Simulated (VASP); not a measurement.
# Co (Fm-3m) in VASP: single point with PBE+U

Aim: the single point of Co with PBE+U.

Everything below comes from runs of VASP 6.6.1. Logs are shortened: lines on timing, memory, paths and dates and some standing lists are left out, and cuts for length are marked.

## (1) The cell of the first run

Symmetry: Fm-3m, No. 225, cubic system. The conventional cell has a = 3.610 Å, b = 3.610 Å, c = 3.610 Å, α = 90.00°, β = 90.00°, γ = 90.00°. Co (site symmetry m-3m) has 12 Co at 2.55 Å within 3.4 Å.

This isn't the form of Co at room conditions, which is hcp.

## (2) Single point, PBE+U

INCAR reads:

```
ALGO = Normal
EDIFF = 1E-6
ENCUT = 520
GGA = PE
ISIF = 2
ISMEAR = -1
ISYM = 0
LASPH = True
LCHARG = False
LDAU = True
LDAUJ = 0
LDAUL = 2
LDAUPRINT = 1
LDAUTYPE = 2
LDAUU = 2.2
LMAXMIX = 4
LREAL = False
LWAVE = False
NBANDS = 16
NELM = 150
PREC = Accurate
SIGMA = 0.1
```

KPOINTS reads:

```
k-points
0
Gamma
  13 13 7
```

POSCAR reads:

```
Co
1.0
    0.0000000000      1.8051000000      1.8051000000
    1.8051000000      0.0000000000      1.8051000000
    3.6102000000      3.6102000000      0.0000000000
Co
2
Direct
    0.0000000000      0.0000000000      0.0000000000
    0.0000000000      0.0000000000      0.5000000000
```

Potentials or basis: VASP PAW PBE potentials, release 64 (Co).

Command:

```
$ cat potpaw_PBE.64/Co/POTCAR > POTCAR
$ mpirun -np 1 vasp_std > vasp.out
```

OUTCAR:

```text
EDIFF = 1E-6
   ENCUT = 520
   GGA = PE
   ISIF = 2
   ISMEAR = -1
   ISYM = 0
   LASPH = True
   LREAL = False
   NELM = 150
   PREC = Accurate

 ion  position               nearest neighbor table
   1  0.000  0.000  0.000-   2 2.55   2 2.55   2 2.55   2 2.55   2 2.55   2 2.55
   2  0.000  0.000  0.500-   1 2.55   1 2.55   1 2.55   1 2.55   1 2.55   1 2.55

IMPORTANT INFORMATION: All symmetrisations will be switched off!
NOSYMM: (Re-)initialisation of all symmetry stuff for point group C_1.

----------------------------------------------------------------------------------------

                                     Primitive cell

  volume of cell :      23.5269

  direct lattice vectors                    reciprocal lattice vectors
     0.000000000  1.805100000  1.805100000    -0.276992964  0.276992964  0.276992964
     1.805100000  0.000000000  1.805100000     0.276992964 -0.276992964  0.276992964
     3.610200000  3.610200000  0.000000000     0.138496482  0.138496482 -0.138496482

  length of vectors
     2.552796901  2.552796901  5.105593803     0.479765888  0.479765888  0.239882944

  position of ions in fractional coordinates (direct lattice)
     0.000000000  0.000000000  0.000000000
     0.000000000  0.000000000  0.500000000

  ion indices of the primitive-cell ions
   primitive index   ion index
                 1           1
                 2           2

----------------------------------------------------------------------------------------

 KPOINTS: k-points

Automatic generation of k-mesh.
 Grid dimensions read from file:
 generate k-points for:   13   13    7

 Generating k-lattice:

  Cartesian coordinates                     Fractional coordinates (reciprocal lattice)
    -0.021307151  0.021307151  0.021307151     0.076923077  0.000000000  0.000000000
     0.021307151 -0.021307151  0.021307151     0.000000000  0.076923077  0.000000000
     0.019785212  0.019785212 -0.019785212     0.000000000  0.000000000  0.142857143

  Length of vectors
     0.036905068  0.036905068  0.034268992

  Shift w.r.t. Gamma in fractional coordinates (k-lattice)
     0.000000000  0.000000000  0.000000000

 -----------------------------------------------------------------------------
|                                                                             |
|           W    W    AA    RRRRR   N    N  II  N    N   GGGG   !!!           |
|           W    W   A  A   R    R  NN   N  II  NN   N  G    G  !!!           |
|           W    W  A    A  R    R  N N  N  II  N N  N  G       !!!           |
|           W WW W  AAAAAA  RRRRR   N  N N  II  N  N N  G  GGG   !            |
|           WW  WW  A    A  R   R   N   NN  II  N   NN  G    G                |
|           W    W  A    A  R    R  N    N  II  N    N   GGGG   !!!           |
|                                                                             |
|     Your reciprocal lattice and k-lattice belong to different lattice       |
|     classes:                                                                |
|                                                                             |
|        The reciprocal lattice is rhombohedral (trigonal),                   |
|        whereas your k-lattice is base-centered monoclinic.                  |
|                                                                             |
|     Results are often still useful ...                                      |
|                                                                             |
 -----------------------------------------------------------------------------

 WARNING: IBZKPT: internal override: KBLOWUP is changed to .FALSE.
      ... skipping the blow-up phase ...

 Subroutine IBZKPT returns following result:
[... 90 lines left out ...]
atom =   1  type =  1  l = 2

 onsite density matrix

spin component  1

  0.6743 -0.0003  0.0004 -0.0003 -0.0000
 -0.0003  0.6744  0.0002  0.0002 -0.0003
  0.0004  0.0002  0.8215  0.0002  0.0000
 -0.0003  0.0002  0.0002  0.6744  0.0003
 -0.0000 -0.0003  0.0000  0.0003  0.8215

spin component  2

  0.6743 -0.0003  0.0004 -0.0003 -0.0000
 -0.0003  0.6744  0.0002  0.0002 -0.0003
  0.0004  0.0002  0.8215  0.0002  0.0000
 -0.0003  0.0002  0.0002  0.6744  0.0003
 -0.0000 -0.0003  0.0000  0.0003  0.8215

 occupancies and eigenvectors

  o =  0.6739  v = -0.7954 -0.4285  0.0035 -0.4286  0.0000  0.0000  0.0000  0.0000  0.0000  0.0000      0.0000  0.0000  0.0000  0.0000  0.0000  0.0000  0.0000  0.0000  0.0000  0.0000
  o =  0.6739  v =  0.0000  0.0000  0.0000  0.0000  0.0000 -0.7954 -0.4285  0.0035 -0.4286  0.0000      0.0000  0.0000  0.0000  0.0000  0.0000  0.0000  0.0000  0.0000  0.0000  0.0000
  o =  0.6742  v =  0.0000  0.7071 -0.0000 -0.7071  0.0026  0.0000  0.0000  0.0000  0.0000  0.0000      0.0000  0.0000  0.0000  0.0000  0.0000  0.0000  0.0000  0.0000  0.0000  0.0000
  o =  0.6742  v =  0.0000  0.0000  0.0000  0.0000  0.0000  0.0000  0.7071 -0.0000 -0.7071  0.0026      0.0000  0.0000  0.0000  0.0000  0.0000  0.0000  0.0000  0.0000  0.0000  0.0000
  o =  0.6749  v = -0.6061  0.5624 -0.0002  0.5624 -0.0000  0.0000  0.0000  0.0000  0.0000  0.0000      0.0000  0.0000  0.0000  0.0000  0.0000  0.0000  0.0000  0.0000  0.0000  0.0000
  o =  0.6749  v =  0.0000  0.0000  0.0000  0.0000  0.0000 -0.6061  0.5624 -0.0002  0.5624 -0.0000      0.0000  0.0000  0.0000  0.0000  0.0000  0.0000  0.0000  0.0000  0.0000  0.0000
  o =  0.8215  v = -0.0027 -0.0016 -1.0000 -0.0016  0.0002  0.0000  0.0000  0.0000  0.0000  0.0000      0.0000  0.0000  0.0000  0.0000  0.0000  0.0000  0.0000  0.0000  0.0000  0.0000
  o =  0.8215  v =  0.0000  0.0000  0.0000  0.0000  0.0000 -0.0027 -0.0016 -1.0000 -0.0016  0.0002      0.0000  0.0000  0.0000  0.0000  0.0000  0.0000  0.0000  0.0000  0.0000  0.0000
  o =  0.8215  v =  0.0000  0.0000  0.0000  0.0000  0.0000  0.0000 -0.0019  0.0002  0.0019  1.0000      0.0000  0.0000  0.0000  0.0000  0.0000  0.0000  0.0000  0.0000  0.0000  0.0000
  o =  0.8215  v =  0.0000 -0.0019  0.0002  0.0019  1.0000  0.0000  0.0000  0.0000  0.0000  0.0000      0.0000  0.0000  0.0000  0.0000  0.0000  0.0000  0.0000  0.0000  0.0000  0.0000

atom =   2  type =  1  l = 2

 onsite density matrix

spin component  1

  0.6743 -0.0003  0.0004 -0.0003 -0.0000
 -0.0003  0.6744  0.0002  0.0002 -0.0003
  0.0004  0.0002  0.8215  0.0002  0.0000
 -0.0003  0.0002  0.0002  0.6744  0.0003
 -0.0000 -0.0003  0.0000  0.0003  0.8215

spin component  2

  0.6743 -0.0003  0.0004 -0.0003 -0.0000
 -0.0003  0.6744  0.0002  0.0002 -0.0003
  0.0004  0.0002  0.8215  0.0002  0.0000
 -0.0003  0.0002  0.0002  0.6744  0.0003
 -0.0000 -0.0003  0.0000  0.0003  0.8215

 occupancies and eigenvectors

  o =  0.6739  v = -0.7956 -0.4283  0.0035 -0.4285  0.0000  0.0000  0.0000  0.0000  0.0000  0.0000      0.0000  0.0000  0.0000  0.0000  0.0000  0.0000  0.0000  0.0000  0.0000  0.0000
  o =  0.6739  v =  0.0000  0.0000  0.0000  0.0000  0.0000 -0.7956 -0.4283  0.0035 -0.4285  0.0000      0.0000  0.0000  0.0000  0.0000  0.0000  0.0000  0.0000  0.0000  0.0000  0.0000
  o =  0.6742  v =  0.0001  0.7072 -0.0000 -0.7070  0.0026  0.0000  0.0000  0.0000  0.0000  0.0000      0.0000  0.0000  0.0000  0.0000  0.0000  0.0000  0.0000  0.0000  0.0000  0.0000
  o =  0.6742  v =  0.0000  0.0000  0.0000  0.0000  0.0000  0.0001  0.7072 -0.0000 -0.7070  0.0026      0.0000  0.0000  0.0000  0.0000  0.0000  0.0000  0.0000  0.0000  0.0000  0.0000
  o =  0.6749  v = -0.6059  0.5625 -0.0002  0.5626  0.0000  0.0000  0.0000  0.0000  0.0000  0.0000      0.0000  0.0000  0.0000  0.0000  0.0000  0.0000  0.0000  0.0000  0.0000  0.0000
  o =  0.6749  v =  0.0000  0.0000  0.0000  0.0000  0.0000 -0.6059  0.5625 -0.0002  0.5626  0.0000      0.0000  0.0000  0.0000  0.0000  0.0000  0.0000  0.0000  0.0000  0.0000  0.0000
  o =  0.8215  v = -0.0027 -0.0016 -1.0000 -0.0016  0.0001  0.0000  0.0000  0.0000  0.0000  0.0000      0.0000  0.0000  0.0000  0.0000  0.0000  0.0000  0.0000  0.0000  0.0000  0.0000
  o =  0.8215  v =  0.0000  0.0000  0.0000  0.0000  0.0000 -0.0027 -0.0016 -1.0000 -0.0016  0.0001      0.0000  0.0000  0.0000  0.0000  0.0000  0.0000  0.0000  0.0000  0.0000  0.0000
  o =  0.8215  v =  0.0000  0.0000  0.0000  0.0000  0.0000  0.0000 -0.0019  0.0001  0.0019  1.0000      0.0000  0.0000  0.0000  0.0000  0.0000  0.0000  0.0000  0.0000  0.0000  0.0000
  o =  0.8215  v =  0.0000 -0.0019  0.0001  0.0019  1.0000  0.0000  0.0000  0.0000  0.0000  0.0000      0.0000  0.0000  0.0000  0.0000  0.0000  0.0000  0.0000  0.0000  0.0000  0.0000

 number of electron      18.0000007 magnetization

 Free energy of the ion-electron system (eV)
  ---------------------------------------------------
  ext. energy  EPLUGINS =         0.00000000
  ---------------------------------------------------
  free energy    TOTEN  =        -9.22119478 eV

  energy without entropy =       -9.06769202  energy(sigma->0) =       -9.14444340

 E-fermi :   8.6356     XC(G=0): -12.9197

 val. band max:        8.6332190988   @ k =  -0.4615  -0.1538   0.2857
 cond. band min:       8.6377449283   @ k =   0.2308  -0.0769   0.2857
 fundamental gap:      0.0045258294
 Fermi energy:         8.6356368035

 k-point     1 :       0.0000    0.0000    0.0000
  band No.  band energies     occupation
      1       0.7108      2.00000
      2       4.6617      2.00000
      3       6.9320      2.00000
      4       6.9323      2.00000
      5       7.1641      2.00000
      6       7.1664      2.00000
[... 433 lines left out ...]
      3       6.4105      2.00000
      4       6.5369      2.00000
      5       6.6891      2.00000
      6       7.3565      1.99999
[... 8 lines left out ...]
     15      26.9358      0.00000
     16      28.5098      0.00000

 [... further k-points ...]

------------------------ aborting loop because EDIFF is reached ----------------------------------------

  FORCE on cell =-STRESS in cart. coord.  units (eV):
  Direction    XX          YY          ZZ          XY          YZ          ZX
  --------------------------------------------------------------------------------------
  -------------------------------------------------------------------------------------
  Total       -3.9311456     -3.9311447     -3.9436097      0.0141096     -0.0006773     -0.0006775
  in kB     -267.7108153   -267.7107570   -268.5596250      0.9608628     -0.0461244     -0.0461376
  external PRESSURE =    -267.9937324 kB  Pullay stress =       0.0000000 kB

 VOLUME and BASIS-vectors are now :
 -----------------------------------------------------------------------------
  energy-cutoff  :      520.00
  volume of cell :       23.53
      direct lattice vectors                 reciprocal lattice vectors
     0.000000000  1.805100000  1.805100000    -0.276992964  0.276992964  0.276992964
     1.805100000  0.000000000  1.805100000     0.276992964 -0.276992964  0.276992964
     3.610200000  3.610200000  0.000000000     0.138496482  0.138496482 -0.138496482

 POSITION                                       TOTAL-FORCE (eV/Angst)
 -----------------------------------------------------------------------------------
      0.00000      0.00000      0.00000         0.000000      0.000000     -0.000000
      1.80510      1.80510      0.00000        -0.000000     -0.000000      0.000000
 -----------------------------------------------------------------------------------
    total drift:                                0.000000     -0.000001     -0.000001

  FREE ENERGIE OF THE ION-ELECTRON SYSTEM (eV)
  ---------------------------------------------------
  free  energy   TOTEN  =        -9.2211947827 eV

  energy  without entropy=       -9.0676920166  energy(sigma->0) =       -9.14444340
```

It took 3 min on 1 thread of AMD EPYC 7R13 (Zen 3), shared host; peak memory 0.27 GiB.

Results:

| Quantity | Value |
| --- | --- |
| Free energy | -9.2212 eV |
| Pressure | -26.8 GPa |
| Band gap on the k mesh | zero (bands 9 and 10 overlap by 1.23 eV) |

Eigenvalues of the final occupation matrices:
```csv
site,spin,trace,eigenvalues
site 1 d,1,3.67,0.67 0.67 0.67 0.82 0.82
site 1 d,2,3.67,0.67 0.67 0.67 0.82 0.82
site 2 d,1,3.67,0.67 0.67 0.67 0.82 0.82
site 2 d,2,3.67,0.67 0.67 0.67 0.82 0.82
```

Caveat: the cell stands under tension; the run has no spin polarisation, though such a crystal can be magnetic; U without spin polarisation on a metal has little footing; the U is typed as a test and isn't derived for this compound. Spin polarisation is off, so any magnetic state and its effect on volume and gap are missing.
